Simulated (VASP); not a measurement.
# MoS2 (P-3m1) in VASP: further runs, part 2 of 2

VASP 6.6.1. Earlier steps stand in the parts before.

### Step 4. Relaxation of cell and atoms, RPBE

Input file INCAR:

```
ALGO     = Normal         # electronic algorithm
EDIFF    = 1E-6           # SCF threshold, eV
EDIFFG   = -0.01          # ionic threshold
ENCUT    = 600            # plane-wave cutoff, eV
GGA      = RP             # functional
IBRION   = 2              # ionic algorithm
ISIF     = 3              # what is computed and relaxed
ISMEAR   = -1             # smearing method
LASPH    = T              # aspherical terms in the spheres
LCHARG   = F              # write CHGCAR
LREAL    = F              # projectors in reciprocal space
LWAVE    = F              # write WAVECAR
NELM     = 100            # most SCF steps
NSW      = 60             # ionic steps
PREC     = Accurate       # precision mode
SIGMA    = 0.05           # smearing width, eV
```

Input file KPOINTS:

```
k-points
0
Gamma
  9 9 4
```

Input file POSCAR:

```
MoS2
1.0
    3.2274645616      0.0000000000      0.0000000000
   -1.6137322808      2.7950663001      0.0000000000
    0.0000000000      0.0000000000      6.3124734200
Mo S
1 2
Direct
    0.0000000000      0.0000000000      0.5000000000
    0.6666666667      0.3333333333      0.7446806800
    0.3333333333      0.6666666667      0.2553193200
```

The run is started by

```bash
$ cat potpaw_PBE.64/Mo_sv/POTCAR potpaw_PBE.64/S/POTCAR > POTCAR
$ mpirun -np 1 vasp_std > vasp.out
```

Run time: 6.5 min. Hardware: 1 thread of Intel Xeon 6975P-C (Granite Rapids), shared host; peak memory 0.23 GiB.

The run converged. Its results:

| Property | Result |
| --- | --- |
| Free energy | -19.8319 eV |
| Relaxed volume | 23.20 Å³/atom |
| Relaxed cell | a = 3.224 Å, b = 3.224 Å, c = 7.730 Å, α = 90.00°, β = 90.00°, γ = 120.00° |
| Space group after relaxing (to 0.1 Å) | P-3m1 (No. 164) |
| Energy gained by relaxing | 27.2 meV/atom |
| Ionic steps | 33 |
| Pressure after relaxing | 0.0 GPa |
| Largest force after relaxing | 0.006 eV/Å |
| Band gap on the k mesh | zero (bands 13 and 14 overlap by 0.86 eV) |

Forces in eV/Å, atoms in the order of the input:
```
Mo   0.000  0.000  0.000
S    0.000  0.000 -0.006
S    0.000  0.000  0.006
```

The path:
```csv
step,energy change (eV),largest force (eV/Å),pressure (GPa),volume (Å³)
1,0.0000,0.3408,3.42,56.94
2,0.0253,0.8433,-4.91,60.35
3,-0.0176,0.1496,-0.12,58.24
4,-0.0176,0.1404,-0.05,58.22
5,-0.0221,0.1548,0.05,58.32
6,-0.0309,0.1946,0.38,58.63
7,-0.0287,0.2491,1.15,59.16
8,-0.0333,0.2158,0.74,58.87
9,-0.0366,0.2224,0.58,59.20
10,-0.0453,0.2415,0.16,60.20
11,-0.0586,0.2666,-0.52,62.22
12,-0.0724,0.2644,-1.36,66.32
13,-0.0776,0.1036,-0.46,66.54
14,-0.0789,0.0238,0.25,66.71
15,-0.0789,0.0311,0.28,66.72
16,-0.0792,0.0326,0.28,66.91
17,-0.0800,0.0380,0.28,67.47
18,-0.0809,0.0567,0.28,68.61
19,-0.0803,0.1160,0.45,70.89
20,-0.0806,0.0023,-0.21,71.74
21,-0.0808,0.0419,0.03,71.42
22,-0.0809,0.0345,0.01,71.33
23,-0.0811,0.0124,0.00,71.05
24,-0.0811,0.0315,-0.05,70.50
25,-0.0812,0.0102,-0.03,70.76
26,-0.0813,0.0038,0.06,70.57
27,-0.0813,0.0246,0.20,70.28
28,-0.0813,0.0163,0.15,70.39
29,-0.0813,0.0164,0.14,70.34
30,-0.0813,0.0160,0.14,70.22
31,-0.0814,0.0146,0.12,69.97
32,-0.0815,0.0125,0.10,69.48
33,-0.0815,0.0059,-0.01,69.59
```

Final structure:
```
CELL_PARAMETERS angstrom
3.22414 0.00000 0.00000
-1.61207 2.79219 0.00000
0.00000 0.00000 7.72992
ATOMIC_POSITIONS crystal
Mo 0.00000 0.00000 0.50000
S 0.66667 0.33333 0.70422
S 0.33333 0.66667 0.29578
```

Levels at points of the mesh, in eV from the Fermi level:
```csv
k point,band 10,band 11,band 12,band 13,band 14,band 15,band 16,band 17
"(0.00, 0.00, 0.00)",-2.61,-0.87,-0.85,-0.85,-0.27,-0.27,3.16,3.16
"(0.00, 0.00, 0.50)",-2.96,-0.85,-0.85,-0.60,-0.27,-0.27,3.17,3.17
```

Caveat: the volume moved by over 15 % at a fixed basis, so the end points are rough; the PAW data sets were made with another functional, which shifts forces and pressure a little; this functional lacks dispersion, which binds the layers, so the pressure and a relaxed spacing across them are unreliable.

### Step 5. Single point, PBEsol, non-collinear spin, zero start, spin-orbit coupling

Input file INCAR:

```
SYSTEM = MoS2
ALGO     = Normal         ! electronic algorithm
EDIFF    = 1E-6           ! SCF threshold, eV
ENCUT    = 520            ! plane-wave cutoff, eV
GGA      = PS             ! functional
GGA_COMPAT= .False.      
ISIF     = 2              ! what is computed and relaxed
ISMEAR   = -1             ! smearing method
LASPH    = .True.         ! aspherical terms in the spheres
LCHARG   = .True.         ! write CHGCAR
LMAXMIX  = 4              ! l up to which the mixer works
LORBIT   = 11             ! projections on sites
LORBMOM  = .True.       
LREAL    = .False.        ! projectors in reciprocal space
LSORBIT  = .True.         ! spin-orbit coupling
LVHAR    = .True.       
LWAVE    = .False.        ! write WAVECAR
MAGMOM   = 0 0 0 0 0 0 0 0 0 ! initial moments
NBANDS   = 39             ! bands
NELM     = 150            ! most SCF steps
PREC     = Accurate       ! precision mode
SIGMA    = 0.05           ! smearing width, eV
```

Input file KPOINTS:

```
k-points
0
Gamma
  7 7 3
  0 0 0
```

POSCAR is that of step 4.

The run is started by

```bash
$ cat potpaw_PBE.64/Mo_sv/POTCAR potpaw_PBE.64/S/POTCAR > POTCAR
$ mpirun -np 1 vasp_ncl > vasp.out
```

Wall time 35 s (1 thread of Intel Xeon 6975P-C (Granite Rapids), shared host); peak memory 0.3 GiB.

The run converged. Its results:

```
Free energy                                           : -22.6715 eV
Pressure                                              : -3.2 GPa
Largest force                                         : 0.009 eV/Å
Net moment                                            : 0.00 μB per cell
Valence electrons inside the program's atomic spheres : Mo 12.40; S 3.66
```

Forces in eV/Å, atoms in the order of the input:
```
Mo   0.000  0.000  0.000
S    0.000  0.000  0.009
S    0.000  0.000 -0.009
```

Stress tensor (GPa, compression positive):
```
-4.31  0.00  0.00
 0.00 -4.31  0.00
 0.00  0.00 -0.89
```

Moments on the atoms (μB; x, y, z):
```
Mo  0.00 0.00 0.00
S   0.00 0.00 0.00
S   0.00 0.00 0.00
```

Caveat: the cell stands under tension; the PAW data sets were made with another functional, which shifts forces and pressure a little; this functional lacks dispersion, which binds the layers, so the pressure and a relaxed spacing across them are unreliable.

### Step 6. Summary

| task | level | spin | cell | k mesh | cutoff (eV) | gap on the mesh (eV) | pressure (GPa) | relaxed volume (Å³/atom) | largest force (eV/Å) |
| --- | --- | --- | --- | --- | --- | --- | --- | --- | --- |
| relaxation of cell and atoms | BLYP+D3(BJ) | off | relaxed | 9 × 9 × 4 | 600 | none | 0.0 | 16.97 | 0.01 |
| relaxation of cell and atoms | BLYP+D4 | off | relaxed | 9 × 9 × 4 | 600 | none | 0.0 | 17.41 | 0.01 |
| relaxation of cell and atoms | RPBE | off | relaxed | 9 × 9 × 4 | 600 | none | 0.0 | 23.20 | 0.01 |
| single point | PBEsol | non-collinear, zero start, SOC | as given | 7 × 7 × 3 | 520 | - | -3.2 | - | 0.01 |

Alike in all rows: potentials or basis VASP PAW PBE potentials, release 64 (Mo_sv, S); smearing fermi-dirac 0.05 eV.

Caveats: the PAW data sets were made with another functional, which shifts forces and pressure a little; this functional lacks dispersion, which binds the layers, so the pressure and a relaxed spacing across them are unreliable (at least some runs); the volume moved by over 15 % at a fixed basis, so the end points are rough (at least some runs); the cell stands under tension (at least some runs).

Total energies depend on the potentials used, so only differences within one code and one set of settings carry meaning.
